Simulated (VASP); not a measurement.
# Li2Se (Fm-3m) in VASP: notebook

The runs below take Li2Se through electric field gradients, with LDA.

All numbers are computed with VASP 6.6.1; they aren't measurements. Logs are shortened: lines on timing, memory, paths and dates and some standing lists are left out, and cuts for length are marked.

## (1) The cell of the first run

It takes space group Fm-3m (No. 225, cubic). Conventional cell: a = 5.882 Å, b = 5.882 Å, c = 5.882 Å, α = 90.00°, β = 90.00°, γ = 90.00°. Within 3.4 Å of Li (site symmetry -43m) lie 4 Se at 2.55 Å and 6 Li at 2.94 Å. Within 3.4 Å of Se (site symmetry m-3m) lie 8 Li at 2.55 Å.

## (2) Electric field gradients, LDA (volume scaled by 0.94)

File INCAR:

```
SYSTEM = Li2Se
PREC = Accurate ; ENCUT = 650
EDIFF = 1E-8 ; ISMEAR = -1
SIGMA = 0.03 ; LREAL = .FALSE.
LASPH = .TRUE. ; NELM = 120
ALGO = Normal ; ISIF = 2
LWAVE = .FALSE. ; LCHARG = .FALSE.
LEFG = .TRUE. ; NBANDS = 13
GGA_COMPAT = .FALSE.
```

File KPOINTS:

```
Automatic mesh
0
G
  9 9 9
  0 0 0
```

File POSCAR:

```
Li2Se
1.0
    0.0000000000      2.9412072914      2.9412072914
    2.9412072914      0.0000000000      2.9412072914
    2.9412072914      2.9412072914      0.0000000000
Li Se
2 1
Direct
    0.2500000000      0.2500000000      0.2500000000
    0.7500000000      0.7500000000      0.7500000000
    0.0000000000      0.0000000000      0.0000000000
```

Potentials or basis: VASP PAW LDA potentials, release 64 (Li_sv, Se).

Launch:

```bash
$ cat potpaw_LDA.64/Li_sv/POTCAR potpaw_LDA.64/Se/POTCAR > POTCAR
$ mpirun -np 1 vasp_std > vasp.out
```

OUTCAR:

```text
SYSTEM = Li2Se
   PREC = Accurate
   ENCUT = 650
   EDIFF = 1E-8
   ISMEAR = -1
   LREAL = .FALSE.
   LASPH = .TRUE.
   NELM = 120
   ISIF = 2

 ion  position               nearest neighbor table
   1  0.250  0.250  0.250-   3 2.55   3 2.55   3 2.55   3 2.55
   2  0.750  0.750  0.750-   3 2.55   3 2.55   3 2.55   3 2.55
   3  0.000  0.000  0.000-   1 2.55   2 2.55   2 2.55   2 2.55   2 2.55   1 2.55   1 2.55   1 2.55

  LATTYP: Found a face centered cubic cell.
 ALAT       =     5.8824145828

  Lattice vectors:

 A1 = (   0.0000000000,   2.9412072914,   2.9412072914)
 A2 = (   2.9412072914,   0.0000000000,   2.9412072914)
 A3 = (   2.9412072914,   2.9412072914,   0.0000000000)

Analysis of symmetry for initial positions (statically):
=====================================================================
 Subroutine PRICEL returns:
 Original cell was already a primitive cell.

 Routine SETGRP: Setting up the symmetry group for a
 face centered cubic supercell.

 Subroutine GETGRP returns: Found 48 space group operations
 (whereof 48 operations were pure point group operations)
 out of a pool of 48 trial point group operations.

The static configuration has the point symmetry O_h .

Analysis of symmetry for dynamics (positions and initial velocities):
=====================================================================
 Subroutine PRICEL returns:
 Original cell was already a primitive cell.

 Routine SETGRP: Setting up the symmetry group for a
 face centered cubic supercell.

 Subroutine GETGRP returns: Found 48 space group operations
 (whereof 48 operations were pure point group operations)
 out of a pool of 48 trial point group operations.

The dynamic configuration has the point symmetry O_h .

 Subroutine INISYM returns: Found 48 space group operations
 (whereof 48 operations are pure point group operations),
 and found     1 'primitive' translations

----------------------------------------------------------------------------------------

                                     Primitive cell

  volume of cell :      50.8870

  direct lattice vectors                    reciprocal lattice vectors
     0.000000000  2.941207291  2.941207291    -0.169998219  0.169998219  0.169998219
     2.941207291  0.000000000  2.941207291     0.169998219 -0.169998219  0.169998219
     2.941207291  2.941207291  0.000000000     0.169998219  0.169998219 -0.169998219

  length of vectors
     4.159495241  4.159495241  4.159495241     0.294445552  0.294445552  0.294445552

  position of ions in fractional coordinates (direct lattice)
     0.250000000  0.250000000  0.250000000
     0.750000000  0.750000000  0.750000000
     0.000000000  0.000000000  0.000000000

  ion indices of the primitive-cell ions
   primitive index   ion index
                 1           1
                 2           2
                 3           3

----------------------------------------------------------------------------------------

 KPOINTS: Automatic mesh

Automatic generation of k-mesh.
 Grid dimensions read from file:
 generate k-points for:    9    9    9

 Generating k-lattice:

  Cartesian coordinates                     Fractional coordinates (reciprocal lattice)
    -0.018888691  0.018888691  0.018888691     0.111111111  0.000000000  0.000000000
     0.018888691 -0.018888691  0.018888691     0.000000000  0.111111111  0.000000000
     0.018888691  0.018888691 -0.018888691     0.000000000  0.000000000  0.111111111

  Length of vectors
     0.032716172  0.032716172  0.032716172

  Shift w.r.t. Gamma in fractional coordinates (k-lattice)
     0.000000000  0.000000000  0.000000000

 Subroutine IBZKPT returns following result:
 ===========================================

 Found     35 irreducible k-points:

 Following reciprocal coordinates:
            Coordinates               Weight
  0.000000  0.000000  0.000000      1.000000
  0.111111  0.000000  0.000000      8.000000
  0.222222  0.000000  0.000000      8.000000
  0.333333  0.000000  0.000000      8.000000
  0.444444  0.000000  0.000000      8.000000
  0.111111  0.111111  0.000000      6.000000
[... 16 lines left out ...]
 -0.333333  0.333333  0.000000     12.000000
  0.444444  0.444444  0.000000      6.000000
 [... further k-points ...]
   k-points           NKPTS =     35   k-points in BZ     NKDIM =     35   number of bands    NBANDS=     13
   number of dos      NEDOS =    301   number of ions     NIONS =      3
   total plane-waves  NPLWV =  46656
   dimension x,y,z NGX =    36 NGY =   36 NGZ =   36
   dimension x,y,z NGXF=    72 NGYF=   72 NGZF=   72
   ions per type =               2   1
   NGX,Y,Z   is equivalent  to a cutoff of  14.39, 14.39, 14.39 a.u.
   NGXF,Y,Z  is equivalent  to a cutoff of  28.78, 28.78, 28.78 a.u.
 SYSTEM =  Li2Se
   PREC   = accura    normal or accurate (medium, high low for compatibility)
   ISTART =      0    job   : 0-new  1-cont  2-samecut
   ICHARG =      2    charge: 1-file 2-atom 10-const
   ISPIN  =      1    spin polarized calculation?
   LNONCOLLINEAR =      F non collinear calculations
   LSORBIT =      F    spin-orbit coupling
   LASPH  =      T    aspherical Exc in radial PAW
   ENCUT  =  650.0 eV  47.77 Ry    6.91 a.u.   8.65  8.65  8.65*2*pi/ulx,y,z
   NELM   =    120;   NELMIN=  2; NELMDL= -5     # of ELM steps
   EDIFF  = 0.1E-07   stopping-criterion for ELM
   LREAL  =      F    real-space projection
   EDIFFG = 0.1E-06   stopping-criterion for IOM
   NSW    =      0    number of steps for IOM
   IBRION =     -1    ionic relax: 0-MD 1-quasi-New 2-CG
   NFREE  =      0    steps in history (QN), initial steepest desc. (CG)
   ISIF   =      2    stress and relaxation
   ISYM   =      2    0-nonsym 1-usesym 2-fastsym
   POTIM  = 0.5000    time-step for ionic-motion
   TEBEG  =    0.0;   TEEND  =   0.0 temperature during run
   PSTRESS=    0.0 pullay stress
   NELECT =      12.0000    total number of electrons
   NUPDOWN=      -1.0000    fix difference up-down
   EMIN   =  10.00;   EMAX   =-10.00  energy-range for DOS
   EFERMI =   0.00;   METHOD = LEGACY
   ISMEAR =    -1;   SIGMA  =   0.03  broadening in eV -4-tet -1-fermi 0-gaus
   EFERMI_NEDOS =   21; number of points for ismear=-14 and -15
   IALGO  =     38    algorithm
   IMIX   =      4    mixing-type and parameters
     AMIX     =   0.40;   BMIX     =  1.00
     AMIX_MAG =   1.60;   BMIX_MAG =  1.00
  volume/ion in A,a.u.               =      16.96       114.47
  Fermi-wavevector in a.u.,A,eV,Ry     =   1.011423  1.911313 13.918448  1.022977
  Thomas-Fermi vector in A             =   2.144472
   LORBIT       =      0    0 simple, 1 ext, 2 COOP (PROOUT), +10 PAW based schemes
   GGA     = CA    functional components
   LHFCALC =     F    Hartree Fock is set to
   AEXX    =    0.0000 exact exchange contribution
   IVDW    =     0    specifies the selected vdW correction
   LEPSILON=     F    determine dielectric tensor
   LRPA    =     F    only Hartree local field effects (RPA)
 non-spin polarized calculation
  energy-cutoff  :      650.00
  volume of cell :       50.89
 maximum number of plane-waves:      1936
   NGX = 17   NGY = 17   NGZ = 17

 number of electron      12.0000002 magnetization

 Free energy of the ion-electron system (eV)
  ---------------------------------------------------
  ext. energy  EPLUGINS =         0.00000000
  ---------------------------------------------------
  free energy    TOTEN  =       -12.17799855 eV

  energy without entropy =      -12.17799855  energy(sigma->0) =      -12.17799855

 E-fermi :   2.0490     XC(G=0):  -8.7684

 val. band max:        1.3479316888   @ k =   0.0000   0.0000   0.0000
 cond. band min:       4.1886898662   @ k =   0.4444   0.4444   0.0000
 fundamental gap:      2.8407581773
 Fermi energy:         2.0490019936

 k-point     1 :       0.0000    0.0000    0.0000
  band No.  band energies     occupation
      1     -42.2878      2.00000
      2     -42.2531      2.00000
      3     -10.2382      2.00000
      4       1.3479      2.00000
      5       1.3479      2.00000
      6       1.3479      2.00000
      7       4.8243      0.00000
      8       6.8406      0.00000
      9       6.8406      0.00000
     10       6.8406      0.00000
     11      12.1013      0.00000
     12      12.1013      0.00000
     13      12.2889      0.00000
[... 354 lines left out ...]
  band No.  band energies     occupation
      1     -42.2756      2.00000
      2     -42.2634      2.00000
      3      -9.7298      2.00000
      4      -1.0344      2.00000
      5      -0.2165      2.00000
      6      -0.2165      2.00000
      7       4.1887      0.00000
      8       7.5961      0.00000
      9      11.3984      0.00000
     10      11.3984      0.00000
     11      12.7656      0.00000
     12      13.7910      0.00000
     13      13.7910      0.00000

 [... further k-points ...]
[... 5 lines left out ...]
  --------------------------------------------------------------------------------------
  -------------------------------------------------------------------------------------
  Total       -0.2192438     -0.2192438     -0.2192438     -0.0000000     -0.0000000      0.0000000
  in kB       -6.9028904     -6.9028904     -6.9028904     -0.0000000     -0.0000000      0.0000000
  external PRESSURE =      -6.9028904 kB  Pullay stress =       0.0000000 kB

 VOLUME and BASIS-vectors are now :
 -----------------------------------------------------------------------------
  energy-cutoff  :      650.00
  volume of cell :       50.89
      direct lattice vectors                 reciprocal lattice vectors
     0.000000000  2.941207291  2.941207291    -0.169998219  0.169998219  0.169998219
     2.941207291  0.000000000  2.941207291     0.169998219 -0.169998219  0.169998219
     2.941207291  2.941207291  0.000000000     0.169998219  0.169998219 -0.169998219

 POSITION                                       TOTAL-FORCE (eV/Angst)
 -----------------------------------------------------------------------------------
      1.47060      1.47060      1.47060         0.000000      0.000000     -0.000000
      4.41181      4.41181      4.41181        -0.000000      0.000000      0.000000
      0.00000      0.00000      0.00000        -0.000000     -0.000000     -0.000000
 -----------------------------------------------------------------------------------
    total drift:                                0.000000      0.000000      0.000000

  FREE ENERGIE OF THE ION-ELECTRON SYSTEM (eV)
  ---------------------------------------------------
  free  energy   TOTEN  =       -12.1779985519 eV

  energy  without entropy=      -12.1779985519  energy(sigma->0) =      -12.17799855

 Electric field gradients (V/A^2)
---------------------------------------------------------------------
 ion       V_xx      V_yy      V_zz      V_xy      V_xz      V_yz
---------------------------------------------------------------------
   1      -0.000    -0.000     0.000     0.002     0.002     0.002
   2      -0.000    -0.000     0.000     0.002     0.002     0.002
   3      -0.000     0.000    -0.000     0.000     0.000     0.000
---------------------------------------------------------------------

 Electric field gradients after diagonalization (V/A^2)
 (convention: |V_zz| > |V_xx| > |V_yy|)
----------------------------------------------------------------------
 ion       V_xx      V_yy      V_zz     asymmetry (V_yy - V_xx)/ V_zz
----------------------------------------------------------------------
   1      -0.002    -0.002     0.003       0.000
   2      -0.002    -0.002     0.003       0.000
   3      -0.000    -0.000     0.001       0.000
----------------------------------------------------------------------

           NMR quadrupolar parameters

 Cq : quadrupolar parameter    Cq=e*Q*V_zz/h
 eta: asymmetry parameters     (V_yy - V_xx)/ V_zz
 Q  : nuclear electric quadrupole moment in mb (millibarn)
----------------------------------------------------------------------
 ion       Cq(MHz)       eta       Q (mb)
----------------------------------------------------------------------
   1       0.000       0.000       1.000
   2       0.000       0.000       1.000
   3       0.000       0.000       1.000
----------------------------------------------------------------------
```

It took 13 s on 1 thread of Intel Xeon 6975P-C (Granite Rapids), shared host; peak memory 0.18 GiB.

What came out:

```yaml
Free_energy: -12.1780 eV
Pressure: -0.7 GPa
Band_gap_on_the_k_mesh: 2.84 eV, indirect (least direct gap 3.48 eV)
```

Caveat: without QUAD_EFG the Cq values of the log hold for a quadrupole moment of 1 mb, not for the nuclei.

(Part 1 of 2 ends here.)
